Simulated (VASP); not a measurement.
# AlN (P6_3mc) in VASP: a series of runs

The runs below take AlN through single point, with PBE, LDA, r2SCAN.

Everything below comes from runs of VASP 6.6.1. Logs are shortened: lines on timing, memory, paths and dates and some standing lists are left out, and cuts for length are marked.

## 1. The cell of the first run

It takes space group P6_3mc (No. 186, hexagonal). Conventional cell: a = 3.111 Å, b = 3.111 Å, c = 4.951 Å, α = 90.00°, β = 90.00°, γ = 120.00°. Within 2.5 Å of Al (site symmetry 3m) lie 4 N at 1.89 to 1.90 Å. Within 2.5 Å of N (site symmetry 3m) lie 4 Al at 1.89 to 1.90 Å.

## 2. Single point, PBE

INCAR reads:

```
SYSTEM = AlN
ALGO = Normal ; EDIFF = 1E-7
ENCUT = 520 ; GGA = PE
ISIF = 2 ; ISMEAR = 0
LASPH = .TRUE. ; LCHARG = .FALSE.
LREAL = .FALSE. ; LWAVE = .FALSE.
NBANDS = 16 ; NELM = 80
PREC = Accurate ; SIGMA = 0.05
```

KPOINTS reads:

```
k-points
0
G
  8 8 5
  0 0 0
```

POSCAR reads:

```
AlN
1.0
    3.1109999993      0.0000000000      0.0000000000
   -1.5554999997      2.6942050306      0.0000000000
    0.0000000000      0.0000000000      4.9511140000
Al N
2 2
Direct
    0.3333333333      0.6666666667     -0.0005508201
    0.6666666667      0.3333333333      0.4994491799
    0.3333333333      0.6666666667      0.3825508201
    0.6666666667      0.3333333333      0.8825508201
```

Potentials or basis: VASP PAW PBE potentials, release 64 (Al, N).

Command:

```
> cat potpaw_PBE.64/Al/POTCAR potpaw_PBE.64/N/POTCAR > POTCAR
> mpirun -np 1 vasp_std > vasp.out
```

OUTCAR:

```text
SYSTEM = AlN
   EDIFF = 1E-7
   ENCUT = 520
   GGA = PE
   ISIF = 2
   ISMEAR = 0
   LASPH = .TRUE.
   LREAL = .FALSE.
   NELM = 80
   PREC = Accurate

 ion  position               nearest neighbor table
   1  0.333  0.667  0.999-   4 1.89   4 1.89   4 1.89   3 1.90   2 3.06   2 3.06   2 3.06   2 3.06
                             2 3.06   2 3.06
   2  0.667  0.333  0.499-   3 1.89   3 1.89   3 1.89   4 1.90   1 3.06   1 3.06   1 3.06   1 3.06
                             1 3.06   1 3.06
   3  0.333  0.667  0.383-   2 1.89   2 1.89   2 1.89   1 1.90
   4  0.667  0.333  0.883-   1 1.89   1 1.89   1 1.89   2 1.90

  LATTYP: Found a hexagonal cell.
 ALAT       =     3.1109999993
 C/A-ratio  =     1.5914863392

  Lattice vectors:

 A1 = (   3.1109999993,   0.0000000000,   0.0000000000)
 A2 = (  -1.5554999997,   2.6942050306,   0.0000000000)
 A3 = (   0.0000000000,   0.0000000000,   4.9511140000)

Analysis of symmetry for initial positions (statically):
=====================================================================
 Subroutine PRICEL returns:
 Original cell was already a primitive cell.

 Routine SETGRP: Setting up the symmetry group for a
 hexagonal supercell.

 Subroutine GETGRP returns: Found 12 space group operations
 (whereof  6 operations were pure point group operations)
 out of a pool of 24 trial point group operations.

The static configuration has the point symmetry C_3v.
 The point group associated with its full space group is C_6v.

Analysis of symmetry for dynamics (positions and initial velocities):
=====================================================================
 Subroutine PRICEL returns:
 Original cell was already a primitive cell.

 Routine SETGRP: Setting up the symmetry group for a
 hexagonal supercell.

 Subroutine GETGRP returns: Found 12 space group operations
 (whereof  6 operations were pure point group operations)
 out of a pool of 24 trial point group operations.

The dynamic configuration has the point symmetry C_3v.
 The point group associated with its full space group is C_6v.

 Subroutine INISYM returns: Found 12 space group operations
 (whereof  6 operations are pure point group operations),
 and found     1 'primitive' translations

----------------------------------------------------------------------------------------

                                     Primitive cell

  volume of cell :      41.4986

  direct lattice vectors                    reciprocal lattice vectors
     3.110999999  0.000000000  0.000000000     0.321440052  0.185583500  0.000000000
    -1.555500000  2.694205031  0.000000000     0.000000000  0.371167001  0.000000000
     0.000000000  0.000000000  4.951114000     0.000000000  0.000000000  0.201974748

  length of vectors
     3.110999999  3.110999999  4.951114000     0.371167001  0.371167001  0.201974748

  position of ions in fractional coordinates (direct lattice)
     0.333333333  0.666666667  0.999449180
     0.666666667  0.333333333  0.499449180
     0.333333333  0.666666667  0.382550820
     0.666666667  0.333333333  0.882550820

  ion indices of the primitive-cell ions
   primitive index   ion index
                 1           1
                 2           2
                 3           3
                 4           4

----------------------------------------------------------------------------------------

 KPOINTS: k-points

Automatic generation of k-mesh.
 Grid dimensions read from file:
 generate k-points for:    8    8    5

 Generating k-lattice:

  Cartesian coordinates                     Fractional coordinates (reciprocal lattice)
     0.040180006  0.023197938  0.000000000     0.125000000  0.000000000  0.000000000
     0.000000000  0.046395875  0.000000000     0.000000000  0.125000000  0.000000000
     0.000000000  0.000000000  0.040394950     0.000000000  0.000000000  0.200000000

  Length of vectors
     0.046395875  0.046395875  0.040394950

  Shift w.r.t. Gamma in fractional coordinates (k-lattice)
     0.000000000  0.000000000  0.000000000

 Subroutine IBZKPT returns following result:
 ===========================================

 Found     30 irreducible k-points:

 Following reciprocal coordinates:
            Coordinates               Weight
  0.000000  0.000000  0.000000      1.000000
  0.125000 -0.000000  0.000000      6.000000
  0.250000 -0.000000  0.000000      6.000000
  0.375000 -0.000000  0.000000      6.000000
  0.500000 -0.000000  0.000000      3.000000
  0.125000  0.125000  0.000000      6.000000
[... 16 lines left out ...]
  0.250000 -0.000000  0.400000     12.000000
  0.375000 -0.000000  0.400000     12.000000
 [... further k-points ...]
   k-points           NKPTS =     30   k-points in BZ     NKDIM =     30   number of bands    NBANDS=     16
   number of dos      NEDOS =    301   number of ions     NIONS =      4
   total plane-waves  NPLWV =  23040
   dimension x,y,z NGX =    24 NGY =   24 NGZ =   40
   dimension x,y,z NGXF=    48 NGYF=   48 NGZF=   80
   ions per type =               2   2
   NGX,Y,Z   is equivalent  to a cutoff of  12.83, 12.83, 13.43 a.u.
   NGXF,Y,Z  is equivalent  to a cutoff of  25.65, 25.65, 26.86 a.u.
 SYSTEM =  AlN
   PREC   = accura    normal or accurate (medium, high low for compatibility)
   ISTART =      0    job   : 0-new  1-cont  2-samecut
   ICHARG =      2    charge: 1-file 2-atom 10-const
   ISPIN  =      1    spin polarized calculation?
   LNONCOLLINEAR =      F non collinear calculations
   LSORBIT =      F    spin-orbit coupling
   LASPH  =      T    aspherical Exc in radial PAW
   ENCUT  =  520.0 eV  38.22 Ry    6.18 a.u.   5.78  5.78  9.21*2*pi/ulx,y,z
   NELM   =     80;   NELMIN=  2; NELMDL= -5     # of ELM steps
   EDIFF  = 0.1E-06   stopping-criterion for ELM
   LREAL  =      F    real-space projection
   EDIFFG = 0.1E-05   stopping-criterion for IOM
   NSW    =      0    number of steps for IOM
   IBRION =     -1    ionic relax: 0-MD 1-quasi-New 2-CG
   NFREE  =      0    steps in history (QN), initial steepest desc. (CG)
   ISIF   =      2    stress and relaxation
   ISYM   =      2    0-nonsym 1-usesym 2-fastsym
   POTIM  = 0.5000    time-step for ionic-motion
   TEBEG  =    0.0;   TEEND  =   0.0 temperature during run
   PSTRESS=    0.0 pullay stress
   NELECT =      16.0000    total number of electrons
   NUPDOWN=      -1.0000    fix difference up-down
   EMIN   =  10.00;   EMAX   =-10.00  energy-range for DOS
   EFERMI =   0.00;   METHOD = LEGACY
   ISMEAR =     0;   SIGMA  =   0.05  broadening in eV -4-tet -1-fermi 0-gaus
   EFERMI_NEDOS =   21; number of points for ismear=-14 and -15
   IALGO  =     38    algorithm
   IMIX   =      4    mixing-type and parameters
     AMIX     =   0.40;   BMIX     =  1.00
     AMIX_MAG =   1.60;   BMIX_MAG =  1.00
  volume/ion in A,a.u.               =      10.37        70.01
  Fermi-wavevector in a.u.,A,eV,Ry     =   1.191526  2.251658 19.316666  1.419735
  Thomas-Fermi vector in A             =   2.327586
   LORBIT       =      0    0 simple, 1 ext, 2 COOP (PROOUT), +10 PAW based schemes
   GGA     = PE    functional components
   LHFCALC =     F    Hartree Fock is set to
   AEXX    =    0.0000 exact exchange contribution
   IVDW    =     0    specifies the selected vdW correction
   LEPSILON=     F    determine dielectric tensor
   LRPA    =     F    only Hartree local field effects (RPA)
 non-spin polarized calculation
 Gauss-broadening in eV      SIGMA  =   0.05
  energy-cutoff  :      520.00
  volume of cell :       41.50
 maximum number of plane-waves:      1132
 NGX is ok and might be reduce to    24
   NGX = 11   NGY = 11   NGZ = 19

 number of electron      15.9999997 magnetization

 Free energy of the ion-electron system (eV)
  ---------------------------------------------------
  ext. energy  EPLUGINS =         0.00000000
  ---------------------------------------------------
  free energy    TOTEN  =       -29.76359787 eV

  energy without entropy =      -29.76359787  energy(sigma->0) =      -29.76359787

 E-fermi :   6.4675     XC(G=0): -10.9385

 val. band max:        6.2596613606   @ k =   0.0000   0.0000   0.0000
 cond. band min:      10.4876441968   @ k =   0.0000   0.0000   0.0000
 fundamental gap:      4.2279828362
 Fermi energy:         6.4675212710

 k-point     1 :       0.0000    0.0000    0.0000
  band No.  band energies     occupation
      1      -9.0113      2.00000
      2      -6.8189      2.00000
      3       0.2184      2.00000
      4       5.3152      2.00000
      5       5.3152      2.00000
      6       5.9845      2.00000
[... 8 lines left out ...]
     15      19.3771      0.00000
     16      19.5071      0.00000

 k-point     2 :       0.1250   -0.0000    0.0000
  band No.  band energies     occupation
      1      -8.8132      2.00000
      2      -6.7103      2.00000
      3       0.4540      2.00000
      4       4.4499      2.00000
      5       5.0718      2.00000
      6       5.1685      2.00000
[... 8 lines left out ...]
     15      19.0896      0.00000
     16      19.3322      0.00000

 k-point     3 :       0.2500   -0.0000    0.0000
  band No.  band energies     occupation
      1      -8.2605      2.00000
      2      -6.4555      2.00000
      3       1.1310      2.00000
      4       2.7330      2.00000
      5       3.7481      2.00000
      6       4.6064      2.00000
[... 8 lines left out ...]
     15      18.4201      0.00000
     16      19.4976      0.00000

 k-point     4 :       0.3750   -0.0000    0.0000
  band No.  band energies     occupation
      1      -7.5121      2.00000
      2      -6.2774      2.00000
      3       1.2933      2.00000
      4       2.1222      2.00000
      5       2.5496      2.00000
      6       4.2274      2.00000
[... 8 lines left out ...]
     15      18.5292      0.00000
     16      21.1092      0.00000
[... 324 lines left out ...]
 k-point    22 :       0.1250   -0.0000    0.4000
  band No.  band energies     occupation
      1      -8.2317      2.00000
      2      -7.6093      2.00000
      3       2.1169      2.00000
      4       3.5366      2.00000
      5       4.9234      2.00000
      6       5.3537      2.00000
[... 8 lines left out ...]
     15      18.3221      0.00000
     16      18.4174      0.00000

 k-point    23 :       0.2500   -0.0000    0.4000
  band No.  band energies     occupation
      1      -7.7371      2.00000
      2      -7.1940      2.00000
      3       1.8467      2.00000
      4       2.5301      2.00000
      5       4.1241      2.00000
      6       4.9707      2.00000
[... 8 lines left out ...]
     15      18.7708      0.00000
     16      19.3230      0.00000

 k-point    24 :       0.3750   -0.0000    0.4000
  band No.  band energies     occupation
      1      -7.1118      2.00000
      2      -6.7297      2.00000
      3       0.9418      2.00000
      4       1.3471      2.00000
      5       4.2060      2.00000
      6       4.6398      2.00000
[... 8 lines left out ...]
     15      18.8823      0.00000
     16      20.0744      0.00000

 [... further k-points ...]
[... 5 lines left out ...]
  --------------------------------------------------------------------------------------
  -------------------------------------------------------------------------------------
  Total        1.1294331      1.1294331      1.5361281     -0.0000000     -0.0000000      0.0000000
  in kB       43.6051223     43.6051223     59.3067931     -0.0000000     -0.0000000      0.0000000
  external PRESSURE =      48.8390126 kB  Pullay stress =       0.0000000 kB

 VOLUME and BASIS-vectors are now :
 -----------------------------------------------------------------------------
  energy-cutoff  :      520.00
  volume of cell :       41.50
      direct lattice vectors                 reciprocal lattice vectors
     3.110999999  0.000000000  0.000000000     0.321440052  0.185583500  0.000000000
    -1.555500000  2.694205031  0.000000000     0.000000000  0.371167001  0.000000000
     0.000000000  0.000000000  4.951114000     0.000000000  0.000000000  0.201974748

 POSITION                                       TOTAL-FORCE (eV/Angst)
 -----------------------------------------------------------------------------------
     -0.00000      1.79614      4.94839        -0.000000      0.000000     -0.000281
      1.55550      0.89807      2.47283         0.000000     -0.000000     -0.000281
     -0.00000      1.79614      1.89405        -0.000000      0.000000      0.000281
      1.55550      0.89807      4.36961         0.000000     -0.000000      0.000281
 -----------------------------------------------------------------------------------
    total drift:                               -0.000000      0.000000     -0.000633

  FREE ENERGIE OF THE ION-ELECTRON SYSTEM (eV)
  ---------------------------------------------------
  free  energy   TOTEN  =       -29.7635978707 eV

  energy  without entropy=      -29.7635978707  energy(sigma->0) =      -29.76359787
```

Run time: 8 s. Hardware: 1 thread of Intel Xeon 6975P-C (Granite Rapids), shared host; peak memory 0.15 GiB.

Results:

```yaml
Free_energy: -29.7636 eV
Pressure: 4.9 GPa
Band_gap_on_the_k_mesh: 4.23 eV, direct
```

Levels at points of the mesh, in eV from the valence-band top:
| k point | band 5 | band 6 | band 7 | band 8 | band 9 | band 10 | band 11 | band 12 |
| --- | --- | --- | --- | --- | --- | --- | --- | --- |
| (0.00, 0.00, 0.00) | -0.94 | -0.28 | -0.28 | 0.00 | 4.23 | 6.62 | 10.67 | 11.09 |
| (0.50, 0.00, 0.00) | -3.39 | -2.17 | -1.81 | -0.74 | 5.77 | 5.83 | 8.19 | 10.29 |

[end of part 1 of 3]
